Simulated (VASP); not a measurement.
# C: single point with PBE

Crystal: C.

```xyz
4
Lattice="2.4666 0.0000 0.0000 -1.2333 2.1361 0.0000 0.0000 0.0000 8.5267" Properties=species:S:1:pos:R:3 pbc="T T T"
C     1.2333    2.1361    2.1317
C     0.0000    0.0000    6.3951
C     0.0000    1.4241    2.1317
C     1.2333    0.7120    6.3951
```

```json
{"Program": "VASP 6.6.1", "Task": "single point", "Functional": "PBE", "Potentials or basis": "VASP PAW PBE potentials, release 64 (C)", "Cutoff": "520 eV", "k mesh": "11 × 11 × 3", "Occupations": "fermi-dirac, width 0.05 eV", "Spin": "non-collinear spin, zero start, spin-orbit coupling", "Starting moments": "[[0.0, 0.0, 0.0], [0.0, 0.0, 0.0], [0.0, 0.0, 0.0], [0.0, 0.0, 0.0]] μB", "Dipole correction": "no", "Further INCAR settings": "ALGO = Normal; EDIFF = 1e-07; NBANDS = 30"}
```

```json
{
 "Pressure": "0.3 GPa",
 "Net moment": "0.00 μB per cell",
 "Valence electrons inside the program's atomic spheres": "C 2.65"
}
```

Stress tensor (GPa, compression positive):
```
 0.52  0.00  0.00
 0.00  0.52  0.00
 0.00  0.00 -0.02
```

Moments on the atoms (μB; x, y, z):
```
C   0.00 0.00 0.00
C   0.00 0.00 0.00
C   0.00 0.00 0.00
C   0.00 0.00 0.00
```

Run time: 2.7 min on 1 thread of Intel(R) Xeon(R) Platinum 8259CL CPU @ 2.50GHz (Skylake/Cascade Lake) (shared host), peak memory 0.24 GiB.

Caveat: this functional lacks dispersion, which binds the layers, so the pressure and a relaxed spacing across them are unreliable.
